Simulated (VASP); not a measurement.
Write the native input for VASP 6.6.1 that does the following.

```
Task                   : single point
Functional             : BLYP
Potentials or basis    : VASP PAW PBE potentials, release 64 (Li_sv)
Cutoff                 : 520 eV
k mesh                 : 21 × 21 × 21
Occupations            : fermi-dirac, width 0.1 eV
Spin                   : no spin polarisation
Dipole correction      : no
Further INCAR settings : ALGO = Normal; EDIFF = 1e-06; NBANDS = 8
```

The structure of Li lies in POSCAR:

```
Li
1.0
   -1.6879467563      1.6879467563      1.6879467563
    1.6879467563     -1.6879467563      1.6879467563
    1.6879467563      1.6879467563     -1.6879467563
Li
1
Direct
    0.0000000000      0.0000000000      0.0000000000
```

This cell differs from its parent crystal: volume scaled by 0.96.

These files were run (other wordings do the same):

INCAR

```
SYSTEM = Li
AGGAC = 1.0
AGGAX = 1.0
ALDAC = 0.0
ALDAX = 1.0
ALGO = Normal
EDIFF = 1E-6
ENCUT = 520
GGA = B5
ISIF = 2
ISMEAR = -1
LASPH = .TRUE.
LCHARG = .FALSE.
LREAL = .FALSE.
LWAVE = .FALSE.
NBANDS = 8
NELM = 100
PREC = Accurate
SIGMA = 0.1
```

KPOINTS

```
k-points
0
G
  21 21 21
  0 0 0
```

Potentials or basis: VASP PAW PBE potentials, release 64 (Li_sv).

The run is started by

```bash
$ cat potpaw_PBE.64/Li_sv/POTCAR > POTCAR
$ mpirun -np 1 vasp_std > vasp.out
```

It took 20 s on 1 thread of AMD EPYC 9R14 (Zen 4), on a shared host, peak memory 0.12 GiB.
